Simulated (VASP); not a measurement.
AlN: relaxation of cell and atoms with PBEsol

AlN:

```xyz
4
Lattice="3.1130 0.0000 0.0000 -1.5565 2.6959 0.0000 0.0000 0.0000 4.9810" Properties=species:S:1:pos:R:3 pbc="T T T"
Al    0.0000    1.7973    0.0000
Al    1.5565    0.8986    2.4905
N     0.0000    1.7973    1.8928
N     1.5565    0.8986    4.3833
```

```json
{
 "Program": "VASP 6.6.1",
 "Task": "relaxation of cell and atoms",
 "Functional": "PBEsol",
 "Potentials or basis": "VASP PAW PBE potentials, release 64 (Al, N)",
 "Cutoff": "600 eV",
 "k mesh": "14 × 14 × 8",
 "Occupations": "fermi-dirac, width 0.08 eV",
 "Spin": "no spin polarisation",
 "Dipole correction": "no",
 "Further INCAR settings": "ALGO = Normal; EDIFF = 1e-07; IBRION = 2; EDIFFG = -0.002; NSW = 100; ISIF = 3"
}
```

- Relaxed volume: 10.45 Å³/atom
- Relaxed cell: a = 3.113 Å, b = 3.113 Å, c = 4.982 Å, α = 90.00°, β = 90.00°, γ = 120.00°
- Space group after relaxing (to 0.05 Å): P6_3mc (No. 186)
- Energy gained by relaxing: 0.3 meV/atom
- Ionic steps: 5
- Pressure after relaxing: 0.0 GPa
- Band gap on the k mesh: 4.12 eV, direct

The path:
```
step  energy change (eV)  largest force (eV/Å)  pressure (GPa)  volume (Å³)
   1              0.0000                0.1320            0.10        41.80
   2             -0.0002                0.0870           -0.09        41.84
   3             -0.0012                0.0140           -0.02        41.82
   4             -0.0013                0.0070           -0.01        41.82
   5             -0.0013                0.0001            0.00        41.81
```

Final structure:
```yaml
crystal:
  lattice:
    - [3.11305, 0.00000, 0.00000]
    - [-1.55652, 2.69598, 0.00000]
    - [0.00000, 0.00000, 4.98218]
  atoms:
    - { symbol: Al, position: [0.33333, 0.66667, 0.99900] }
    - { symbol: Al, position: [0.66667, 0.33333, 0.49900] }
    - { symbol: N, position: [0.33333, 0.66667, 0.38100] }
    - { symbol: N, position: [0.66667, 0.33333, 0.88100] }
```

Levels at points of the mesh, in eV from the valence-band top:
```csv
k point,band 4,band 5,band 6,band 7,band 8,band 9,band 10,band 11,band 12
"(0.00, 0.00, 0.00)",-0.88,-0.88,-0.22,-0.22,0.00,4.12,6.55,10.50,11.02
"(0.50, 0.00, 0.00)",-4.20,-3.38,-2.12,-1.81,-0.70,5.67,5.67,8.07,10.16
"(0.00, 0.00, 0.50)",-3.36,-0.56,-0.56,-0.56,-0.56,6.37,6.37,10.20,10.20
"(0.50, 0.00, 0.50)",-5.66,-1.49,-1.49,-1.38,-1.38,5.17,5.17,9.12,9.12
```

Run time: 2.8 min on 1 thread of Intel(R) Xeon(R) Platinum 8375C CPU @ 2.90GHz (Ice Lake), on a shared host, peak memory 0.22 GiB.

Caveat: the PAW data sets were made with another functional, which shifts forces and pressure a little. A k mesh can miss the band edges.
